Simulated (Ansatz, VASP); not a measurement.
# La2HfO2 in VASP and in Ansatz

File INCAR:

```
SYSTEM = La2HfO2
  PREC = Accurate
  ENCUT = 520
  EDIFF = 1E-7
  ISMEAR = 0
  SIGMA = 0.1
  LREAL = .FALSE.
  LASPH = .TRUE.
  NELM = 100
  ALGO = Normal
  ISIF = 2
  LWAVE = .FALSE.
  LCHARG = .FALSE.
  GGA = PE
  NBANDS = 30
```

File KPOINTS:

```
Automatic mesh
0
G
  6 6 2
  0 0 0
```

Contents of POSCAR:

```
La2HfO2
1.0
    3.9242738900      0.0000000000      0.0000000000
   -1.9621369400      3.3985208800      0.0000000000
    0.0000000000      0.0000000000      8.3332706900
La Hf O
2 1 2
Direct
    0.0000000000      0.0000000000      0.6822395800
    0.0000000000      0.0000000000      0.3177604200
    0.0000000000      0.0000000000      0.0000000000
    0.3333333300      0.6666666700      0.5000000000
    0.6666666700      0.3333333300      0.5000000000
```

Input for Ansatz:

```yaml
crystal:
  lattice:
    - [3.92427389, 0.0, 0.0]
    - [-1.96213694, 3.39852088, 0.0]
    - [0.0, 0.0, 8.33327069]
  atoms:
    - { symbol: La, position: [0.0, 0.0, 0.68223958] }
    - { symbol: La, position: [0.0, 0.0, 0.31776042] }
    - { symbol: Hf, position: [0.0, 0.0, 0.0] }
    - { symbol: O, position: [0.33333333, 0.66666667, 0.5] }
    - { symbol: O, position: [0.66666667, 0.33333333, 0.5] }
basis:
  ecutwfc: 420
kpoints:
  mp_grid: { grid: [6, 6, 2] }
hamiltonian:
  xc: pbe
scf:
  occupations: { method: gaussian, width: 0.1 }
  lower_state_search: "off"
output:
  forces: true
  stress: true
  eigenvalues: true
```

Alike in both runs: task single point; functional PBE; k mesh 6 × 6 × 2; occupations gaussian, width 0.1 eV; no spin polarisation.

|  | VASP | Ansatz |
| --- | --- | --- |
| version | VASP 6.6.1 | Ansatz 0.2.0 |
| potentials or method | VASP PAW PBE potentials, release 64 (La, Hf_pv, O), cutoff 520 eV | scalar-relativistic, plane waves, PAW |
| valence electrons in the cell | 44 | 60 |

```csv
,VASP,Ansatz,Ansatz less VASP
gap on the k mesh at the Fermi level (eV),none,none,-
pressure (GPa),-2.2,-2.1,+0.13
"traceless stress, the component that is largest in VASP (GPa)",10.38,10.32,-0.060
rms of the force components (eV/Å),1.644,1.647,+0.0030
```

Atom by atom the forces differ by 0.003 eV/Å (rms over components). A gap of «none» marks a metal or a gap that the smearing closes. The functional is the same, so the differences come from potentials, cutoffs and numerics. VASP's potentials hold 44 valence electrons a cell and Ansatz's 60, so a difference there can come from the potentials and not from the codes.

The k mesh is coarse, so the values compare programs but aren't converged. Neither program's run includes spin-orbit coupling.
